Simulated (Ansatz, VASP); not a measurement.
One calculation of Na3TeH, two programs

```
Na Te H
1.0
     4.72016    0.00000    0.00000
     0.00000    4.72016    0.00000
     0.00000    0.00000    4.72016
Na Te H
3 1 1
Direct
  0.50000 0.00000 0.50000
  0.00000 0.50000 0.50000
  0.50000 0.50000 0.00000
  0.00000 0.00000 0.00000
  0.50000 0.50000 0.50000
```

Alike in both runs: functional r2SCAN; k mesh 6 × 6 × 6; occupations gaussian, width 0.02 eV; no spin polarisation.

Ansatz relaxed the structure, and its values are those at the end. VASP's run is a single point on that final structure, the one shown.

```csv
,VASP,Ansatz
version,VASP 6.6.1,Ansatz 0.2.0
potentials or method,"VASP PAW PBE potentials, release 64 (Na_pv, Te, H), cutoff 520 eV","scalar-relativistic, plane waves, PAW"
valence electrons in the cell,28,44
```

VASP gave:

| Item | Value |
| --- | --- |
| gap on the k mesh at the Fermi level (eV) | 3.41 |
| least direct gap on the mesh (eV) | 3.60 |
| pressure (GPa) | -0.2 |

What did Ansatz give for the same quantities?

gap on the k mesh at the Fermi level (eV): 3.39; least direct gap on the mesh (eV): 3.57; pressure (GPa): 0.0.

VASP's potentials were made for PBE, not for r2SCAN. VASP's potentials hold 28 valence electrons a cell and Ansatz's 44, so a difference there can come from the potentials and not from the codes.

Spin-orbit coupling is off throughout.
